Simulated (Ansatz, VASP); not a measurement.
# One calculation of RbAsPd3, two programs

INCAR

```
SYSTEM = RbAsPd3
ALGO = Fast
EDIFF = 1E-7
EDIFFG = -0.01
ENCUT = 600
GGA = PE
IBRION = 2
ISIF = 3
ISMEAR = 0
LASPH = .True.
LCHARG = .False.
LREAL = .False.
LWAVE = .False.
NELM = 60
NSW = 100
PREC = Accurate
SIGMA = 0.1
```

The input KPOINTS:

```
k-points
0
Gamma
  8 8 8
  0 0 0
```

Contents of POSCAR:

```
RbAsPd3
1.0
    4.8641112263      0.0000000000      0.0000000000
    0.0000000000      4.8641112263      0.0000000000
    0.0000000000      0.0000000000      4.8641112263
Rb As Pd
1 1 3
Direct
    0.0000000000      0.0000000000      0.0000000000
    0.5000000000      0.5000000000      0.5000000000
    0.0000000000      0.5000000000      0.5000000000
    0.5000000000      0.0000000000      0.5000000000
    0.5000000000      0.5000000000      0.0000000000
```

Input for Ansatz:

```yaml
crystal:
  lattice:
    - [4.8641112263, 0.0, 0.0]
    - [0.0, 4.8641112263, 0.0]
    - [0.0, 0.0, 4.8641112263]
  atoms:
    - { symbol: Rb, position: [0.0, 0.0, 0.0] }
    - { symbol: As, position: [0.5, 0.5, 0.5] }
    - { symbol: Pd, position: [0.0, 0.5, 0.5] }
    - { symbol: Pd, position: [0.5, 0.0, 0.5] }
    - { symbol: Pd, position: [0.5, 0.5, 0.0] }
basis:
  ecutwfc: 420
kpoints:
  mp_grid: { grid: [8, 8, 8] }
hamiltonian:
  xc: pbe
scf:
  occupations: { method: gaussian, width: 0.1 }
output:
  forces: true
  stress: true
  eigenvalues: true
  write_density: true
  write_potential: true
  elf: true
  volumetric_format: npy
relax:
  adjacent_minimum: "off"
  f_tol: 0.01
  max_steps: 80
  cell: { stress_tol: 0.05 }
```

Change from the starting cell: species swapped into the KMgH3 type (Pm-3m, No. 221).

Alike in both runs: task relaxation of cell and atoms; functional PBE; k mesh 8 × 8 × 8; occupations gaussian, width 0.1 eV; no spin polarisation.

|  | VASP | Ansatz |
| --- | --- | --- |
| version | VASP 6.6.1 | Ansatz 0.2.0 |
| potentials or method | VASP PAW PBE potentials, release 64 (Rb_sv, As, Pd), cutoff 600 eV | scalar-relativistic, plane waves, PAW |
| valence electrons in the cell | 44 | 78 |

Ansatz gave:

```
gap on the k mesh at the Fermi level, each at its own relaxed structure (eV) : none
relaxed volume (Å³/atom)                                                     : 23.02
relaxed cell length with the largest relative difference (Å)                 : 4.864
```

Q: Which values does VASP return?

A: gap on the k mesh at the Fermi level, each at its own relaxed structure (eV): none; relaxed volume (Å³/atom): 23.06; relaxed cell length with the largest relative difference (Å): 4.867.

A gap of «none» marks a metal or a gap that the smearing closes. VASP's potentials hold 44 valence electrons a cell and Ansatz's 78, so a difference there can come from the potentials and not from the codes.
